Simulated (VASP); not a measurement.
# Ta (Im-3m) in VASP: further runs

Ta is run at these levels: LDA; tasks: relaxation of cell and atoms.

Everything below comes from runs of VASP 6.6.1. Logs are shortened: lines on timing, memory, paths and dates and some standing lists are left out, and cuts for length are marked.

### Step 1. The cell of the first run

It takes space group Im-3m (No. 229, cubic). Conventional cell: a = 3.247 Å, b = 3.247 Å, c = 3.247 Å, α = 90.00°, β = 90.00°, γ = 90.00°. Ta (site symmetry m-3m) has 14 Ta at 2.81 to 3.25 Å within 3.7 Å.

### Step 2. Relaxation of cell and atoms, LDA

File INCAR:

```
SYSTEM = Ta
PREC = Accurate ; ENCUT = 600
EDIFF = 1E-6 ; ISMEAR = 0
SIGMA = 0.1 ; LREAL = .FALSE.
LASPH = .TRUE. ; NELM = 60
ALGO = Normal ; ISIF = 3
LWAVE = .FALSE. ; LCHARG = .FALSE.
GGA = CA ; IBRION = 2
NSW = 100 ; EDIFFG = -0.002
```

File KPOINTS:

```
Automatic mesh
0
G
  26 26 26
  0 0 0
```

File POSCAR:

```
Ta
1.0
   -1.6234893961      1.6234893961      1.6234893961
    1.6234893961     -1.6234893961      1.6234893961
    1.6234893961      1.6234893961     -1.6234893961
Ta
1
Direct
    0.0000000000      0.0000000000      0.0000000000
```

Potentials or basis: VASP PAW LDA potentials, release 64 (Ta_pv).

Command:

```
cat potpaw_LDA.64/Ta_pv/POTCAR > POTCAR
mpirun -np 1 vasp_std > vasp.out
```

OUTCAR:

```text
SYSTEM = Ta
   PREC = Accurate
   ENCUT = 600
   EDIFF = 1E-6
   ISMEAR = 0
   LREAL = .FALSE.
   LASPH = .TRUE.
   NELM = 60
   ISIF = 3
   GGA = CA
   IBRION = 2
   NSW = 100
   EDIFFG = -0.002

 ion  position               nearest neighbor table
   1  0.000  0.000  0.000-

  LATTYP: Found a body centered cubic cell.
 ALAT       =     3.2469787922

  Lattice vectors:

 A1 = (  -1.6234893961,   1.6234893961,   1.6234893961)
 A2 = (   1.6234893961,  -1.6234893961,   1.6234893961)
 A3 = (   1.6234893961,   1.6234893961,  -1.6234893961)

Analysis of symmetry for initial positions (statically):
=====================================================================
 Subroutine PRICEL returns:
 Original cell was already a primitive cell.

 Routine SETGRP: Setting up the symmetry group for a
 body centered cubic supercell.

 Subroutine GETGRP returns: Found 48 space group operations
 (whereof 48 operations were pure point group operations)
 out of a pool of 48 trial point group operations.

The static configuration has the point symmetry O_h .

Analysis of symmetry for dynamics (positions and initial velocities):
=====================================================================
 Subroutine PRICEL returns:
 Original cell was already a primitive cell.

 Routine SETGRP: Setting up the symmetry group for a
 body centered cubic supercell.

 Subroutine GETGRP returns: Found 48 space group operations
 (whereof 48 operations were pure point group operations)
 out of a pool of 48 trial point group operations.

The dynamic configuration has the point symmetry O_h .

 Subroutine INISYM returns: Found 48 space group operations
 (whereof 48 operations are pure point group operations),
 and found     1 'primitive' translations

----------------------------------------------------------------------------------------

                                     Primitive cell

  volume of cell :      17.1162

  direct lattice vectors                    reciprocal lattice vectors
    -1.623489396  1.623489396  1.623489396     0.000000000  0.307978605  0.307978605
     1.623489396 -1.623489396  1.623489396     0.307978605  0.000000000  0.307978605
     1.623489396  1.623489396 -1.623489396     0.307978605  0.307978605  0.000000000

  length of vectors
     2.811966120  2.811966120  2.811966120     0.435547521  0.435547521  0.435547521

  position of ions in fractional coordinates (direct lattice)
     0.000000000  0.000000000  0.000000000

  ion indices of the primitive-cell ions
   primitive index   ion index
                 1           1

----------------------------------------------------------------------------------------

 KPOINTS: Automatic mesh

Automatic generation of k-mesh.
 Grid dimensions read from file:
 generate k-points for:   26   26   26

 Generating k-lattice:

  Cartesian coordinates                     Fractional coordinates (reciprocal lattice)
     0.000000000  0.011845331  0.011845331     0.038461538  0.000000000  0.000000000
     0.011845331  0.000000000  0.011845331     0.000000000  0.038461538  0.000000000
     0.011845331  0.011845331  0.000000000     0.000000000  0.000000000  0.038461538

  Length of vectors
     0.016751828  0.016751828  0.016751828

  Shift w.r.t. Gamma in fractional coordinates (k-lattice)
     0.000000000  0.000000000  0.000000000

 Subroutine IBZKPT returns following result:
 ===========================================

 Found    511 irreducible k-points:

 Following reciprocal coordinates:
            Coordinates               Weight
  0.000000  0.000000  0.000000      1.000000
  0.038462  0.000000  0.000000     12.000000
  0.076923  0.000000  0.000000     12.000000
  0.115385  0.000000  0.000000     12.000000
  0.153846  0.000000  0.000000     12.000000
  0.192308  0.000000  0.000000     12.000000
[... 16 lines left out ...]
  0.346154  0.038462  0.000000     48.000000
  0.384615  0.038462  0.000000     48.000000
 [... further k-points ...]
   k-points           NKPTS =    511   k-points in BZ     NKDIM =    511   number of bands    NBANDS=      9
   number of dos      NEDOS =    301   number of ions     NIONS =      1
   total plane-waves  NPLWV =  13824
   dimension x,y,z NGX =    24 NGY =   24 NGZ =   24
   dimension x,y,z NGXF=    48 NGYF=   48 NGZF=   48
   ions per type =               1
   NGX,Y,Z   is equivalent  to a cutoff of  14.19, 14.19, 14.19 a.u.
   NGXF,Y,Z  is equivalent  to a cutoff of  28.38, 28.38, 28.38 a.u.
 SYSTEM =  Ta
   PREC   = accura    normal or accurate (medium, high low for compatibility)
   ISTART =      0    job   : 0-new  1-cont  2-samecut
   ICHARG =      2    charge: 1-file 2-atom 10-const
   ISPIN  =      1    spin polarized calculation?
   LNONCOLLINEAR =      F non collinear calculations
   LSORBIT =      F    spin-orbit coupling
   LASPH  =      T    aspherical Exc in radial PAW
   ENCUT  =  600.0 eV  44.10 Ry    6.64 a.u.   5.62  5.62  5.62*2*pi/ulx,y,z
   NELM   =     60;   NELMIN=  2; NELMDL= -5     # of ELM steps
   EDIFF  = 0.1E-05   stopping-criterion for ELM
   LREAL  =      F    real-space projection
   EDIFFG = -.2E-02   stopping-criterion for IOM
   NSW    =    100    number of steps for IOM
   IBRION =      2    ionic relax: 0-MD 1-quasi-New 2-CG
   NFREE  =      1    steps in history (QN), initial steepest desc. (CG)
   ISIF   =      3    stress and relaxation
   ISYM   =      2    0-nonsym 1-usesym 2-fastsym
   POTIM  = 0.5000    time-step for ionic-motion
   TEBEG  =    0.0;   TEEND  =   0.0 temperature during run
   PSTRESS=    0.0 pullay stress
   NELECT =      11.0000    total number of electrons
   NUPDOWN=      -1.0000    fix difference up-down
   EMIN   =  10.00;   EMAX   =-10.00  energy-range for DOS
   EFERMI =   0.00;   METHOD = LEGACY
   ISMEAR =     0;   SIGMA  =   0.10  broadening in eV -4-tet -1-fermi 0-gaus
   EFERMI_NEDOS =   21; number of points for ismear=-14 and -15
   IALGO  =     38    algorithm
   IMIX   =      4    mixing-type and parameters
     AMIX     =   0.40;   BMIX     =  1.00
     AMIX_MAG =   1.60;   BMIX_MAG =  1.00
  volume/ion in A,a.u.               =      17.12       115.51
  Fermi-wavevector in a.u.,A,eV,Ry     =   1.412764  2.669737 27.155895  1.995902
  Thomas-Fermi vector in A             =   2.534479
   LORBIT       =      0    0 simple, 1 ext, 2 COOP (PROOUT), +10 PAW based schemes
   GGA     = CA    functional components
   LHFCALC =     F    Hartree Fock is set to
   AEXX    =    0.0000 exact exchange contribution
   IVDW    =     0    specifies the selected vdW correction
   LEPSILON=     F    determine dielectric tensor
   LRPA    =     F    only Hartree local field effects (RPA)
 conjugate gradient relaxation of ions
 non-spin polarized calculation
 Gauss-broadening in eV      SIGMA  =   0.10
  energy-cutoff  :      600.00
  volume of cell :       17.12
 maximum number of plane-waves:       603
   NGX = 11   NGY = 11   NGZ = 11

--------------------------------------- Ionic step        1  -------------------------------------------

 number of electron      10.9999999 magnetization

 Free energy of the ion-electron system (eV)
  ---------------------------------------------------
  ext. energy  EPLUGINS =         0.00000000
  ---------------------------------------------------
  free energy    TOTEN  =       -12.82956285 eV

  energy without entropy =      -12.82280665  energy(sigma->0) =      -12.82618475

------------------------ aborting loop because EDIFF is reached ----------------------------------------

  FORCE on cell =-STRESS in cart. coord.  units (eV):
  Direction    XX          YY          ZZ          XY          YZ          ZX
  --------------------------------------------------------------------------------------
  -------------------------------------------------------------------------------------
  Total        0.2369117      0.2369117      0.2369117      0.0000000      0.0000000     -0.0000000
  in kB       22.1762863     22.1762863     22.1762863      0.0000000      0.0000000     -0.0000000
  external PRESSURE =      22.1762863 kB  Pullay stress =       0.0000000 kB

 VOLUME and BASIS-vectors are now :
 -----------------------------------------------------------------------------
  energy-cutoff  :      600.00
  volume of cell :       17.12
      direct lattice vectors                 reciprocal lattice vectors
    -1.623489396  1.623489396  1.623489396     0.000000000  0.307978605  0.307978605
     1.623489396 -1.623489396  1.623489396     0.307978605  0.000000000  0.307978605
     1.623489396  1.623489396 -1.623489396     0.307978605  0.307978605  0.000000000
[... 71 lines left out ...]
 POSITION                                       TOTAL-FORCE (eV/Angst)
 -----------------------------------------------------------------------------------
      0.00000      0.00000      0.00000         0.000000      0.000000     -0.000000
 -----------------------------------------------------------------------------------
    total drift:                                0.000000      0.000000      0.000000

  FREE ENERGIE OF THE ION-ELECTRON SYSTEM (eV)
  ---------------------------------------------------
  free  energy   TOTEN  =       -12.8307327047 eV

  energy  without entropy=      -12.8238972709  energy(sigma->0) =      -12.82731499

--------------------------------------- Ionic step        4  -------------------------------------------

 number of electron      11.0000000 magnetization

 Free energy of the ion-electron system (eV)
  ---------------------------------------------------
  ext. energy  EPLUGINS =         0.00000000
  ---------------------------------------------------
  free energy    TOTEN  =       -12.83073271 eV

  energy without entropy =      -12.82389848  energy(sigma->0) =      -12.82731560

 E-fermi :   5.7372     XC(G=0): -13.0059

 val. band max:        5.7361573439   @ k =   0.1923   0.0385  -0.0000
 cond. band min:       5.7402967424   @ k =   0.5000   0.5000   0.1923
 fundamental gap:      0.0041393985
 Fermi energy:         5.7371722004

 k-point     1 :       0.0000    0.0000    0.0000
  band No.  band energies     occupation
      1     -26.9928      2.00000
      2     -26.9928      2.00000
      3     -26.9928      2.00000
      4      -2.2502      2.00000
      5       6.4124      0.00000
      6       6.4124      0.00000
      7       6.4124      0.00000
      8       9.8194      0.00000
      9       9.8194      0.00000

 k-point     2 :       0.0385    0.0000    0.0000
  band No.  band energies     occupation
      1     -27.0147      2.00000
      2     -26.9994      2.00000
      3     -26.9929      2.00000
      4      -2.1795      2.00000
      5       6.3663      0.00000
      6       6.4011      0.00000
      7       6.4812      0.00000
      8       9.7399      0.00000
      9       9.8192      0.00000
[... 253 lines left out ...]
 k-point    24 :       0.3846    0.0385    0.0000
  band No.  band energies     occupation
      1     -28.2441      2.00000
      2     -27.3992      2.00000
      3     -27.0106      2.00000
      4       1.2365      2.00000
      5       4.2114      2.00000
      6       6.6411      0.00000
      7       9.7705      0.00000
      8      10.6292      0.00000
      9      12.7585      0.00000

 [... further k-points ...]

------------------------ aborting loop because EDIFF is reached ----------------------------------------

  FORCE on cell =-STRESS in cart. coord.  units (eV):
  Direction    XX          YY          ZZ          XY          YZ          ZX
  --------------------------------------------------------------------------------------
  -------------------------------------------------------------------------------------
  Total        0.0010303      0.0010303      0.0010303     -0.0000000      0.0000000     -0.0000000
  in kB        0.0954950      0.0954950      0.0954950     -0.0000000      0.0000000     -0.0000000
  external PRESSURE =       0.0954950 kB  Pullay stress =       0.0000000 kB

 VOLUME and BASIS-vectors are now :
 -----------------------------------------------------------------------------
  energy-cutoff  :      600.00
  volume of cell :       17.29
      direct lattice vectors                 reciprocal lattice vectors
    -1.628857600  1.628857600  1.628857600     0.000000000  0.306963605  0.306963605
     1.628857600 -1.628857600  1.628857600     0.306963605  0.000000000  0.306963605
     1.628857600  1.628857600 -1.628857600     0.306963605  0.306963605  0.000000000

 POSITION                                       TOTAL-FORCE (eV/Angst)
 -----------------------------------------------------------------------------------
      0.00000      0.00000      0.00000        -0.000000     -0.000000      0.000000
 -----------------------------------------------------------------------------------
    total drift:                                0.000000      0.000000      0.000000

  FREE ENERGIE OF THE ION-ELECTRON SYSTEM (eV)
  ---------------------------------------------------
  free  energy   TOTEN  =       -12.8307327142 eV

  energy  without entropy=      -12.8238984835  energy(sigma->0) =      -12.82731560

 reached required accuracy - stopping structural energy minimisation
```

Wall time 2.8 min (1 thread of Intel Xeon 8259CL, shared host); peak memory 0.23 GiB.

Results:

* Free energy: -12.8307 eV
* Relaxed volume: 17.29 Å³/atom
* Relaxed cell: a = 2.821 Å, b = 2.821 Å, c = 2.821 Å, α = 109.47°, β = 109.47°, γ = 109.47°
* Space group after relaxing (to 0.1 Å): Im-3m (No. 229)
* Energy gained by relaxing: 1.2 meV/atom
* Ionic steps: 4
* Pressure after relaxing: 0.0 GPa
* Band gap on the k mesh: zero (an odd number of electrons rules out a gap without spin polarisation)

The path:
| step | energy change (eV) | largest force (eV/Å) | pressure (GPa) | volume (Å³) |
| --- | --- | --- | --- | --- |
| 1 | 0.0000 | 0.0000 | 2.22 | 17.12 |
| 2 | 0.0055 | 0.0000 | -4.98 | 17.71 |
| 3 | -0.0012 | 0.0000 | -0.02 | 17.29 |
| 4 | -0.0012 | 0.0000 | 0.01 | 17.29 |

Final structure:
```
CELL_PARAMETERS angstrom
-1.62886 1.62886 1.62886
1.62886 -1.62886 1.62886
1.62886 1.62886 -1.62886
ATOMIC_POSITIONS crystal
Ta 0.00000 0.00000 0.00000
```

Caveat: spin-orbit coupling is left out, which moves the levels of the heavy elements.

(Continued in part 2 of 2.)
